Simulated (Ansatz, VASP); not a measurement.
**Os in VASP and in Ansatz**

```
CELL_PARAMETERS angstrom
0.00000 1.97060 1.97060
1.97060 0.00000 1.97060
1.97060 1.97060 0.00000
ATOMIC_POSITIONS crystal
Os 0.00000 0.00000 0.00000
```

Change from the starting cell: volume scaled by 1.04, PAW files.

Alike in both runs: task electric field gradients; functional PBEsol; k mesh 14 × 14 × 14; occupations fermi-dirac, width 0.03 eV; no spin polarisation.

|  | VASP | Ansatz |
| --- | --- | --- |
| version | VASP 6.6.1 | Ansatz 0.2.0 |
| potentials or method | VASP PAW PBE potentials, release 64 (Os) | PAW with Ansatz's default frozen-core files, scalar-relativistic |
| plane-wave cutoff (eV) | 520 | 420 |
| valence electrons in the cell | 8 | 16 |

Ansatz gave:

```
pressure (GPa) : -31.5
```

Question: What did VASP give for the same quantities?

Answer: Pressure (GPa): -31.8.

VASP's potentials were made for PBE, not for PBEsol. Both programs put the cell under strong tension, so it lies far from rest at this level. VASP's potentials hold 8 valence electrons a cell and Ansatz's 16, so a difference there can come from the potentials and not from the codes.

Spin-orbit coupling is off throughout. Noted on VASP's run: the cell as given lies far from equilibrium.
